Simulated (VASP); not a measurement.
Input of a VASP 6.6.1 run:

Contents of INCAR:

```
SYSTEM = ZrB2
ALGO = Normal ; EDIFF = 1E-6
ENCUT = 520 ; ISIF = 2
ISMEAR = -1 ; LASPH = .True.
LCHARG = .True. ; LELF = .True.
LREAL = .False. ; LVHAR = .True.
LWAVE = .False. ; NBANDS = 16
NELM = 80 ; PREC = Accurate
SIGMA = 0.03
```

File KPOINTS:

```
k-points
0
Gamma
  13 13 10
  0 0 0
```

File POSCAR:

```
ZrB2
1.0
    3.1222243140      0.0000000000      0.0000000000
   -1.5611121570      2.7039255722      0.0000000000
    0.0000000000      0.0000000000      3.4724266007
Zr B
1 2
Direct
    0.0000000000      0.0000000000      0.0000000000
    0.3333333333      0.6666666667      0.5000000000
    0.6666666667      0.3333333333      0.5000000000
```

Potentials or basis: VASP PAW LDA potentials, release 64 (Zr_sv, B).

Launch:

```console
$ cat potpaw_LDA.64/Zr_sv/POTCAR potpaw_LDA.64/B/POTCAR > POTCAR
$ mpirun -np 1 vasp_std > vasp.out
```

Problem. Predict the pressure.

Solution. 3.6 GPa.

Problem. What does it give for the band gap on the k mesh?

Solution. Zero (band 9 reaches 11.62 eV, above the bottom of band 10 at 10.70 eV).

Stress tensor (GPa, compression positive):
```
3.39 0.00 0.00
0.00 3.39 0.00
0.00 0.00 3.97
```
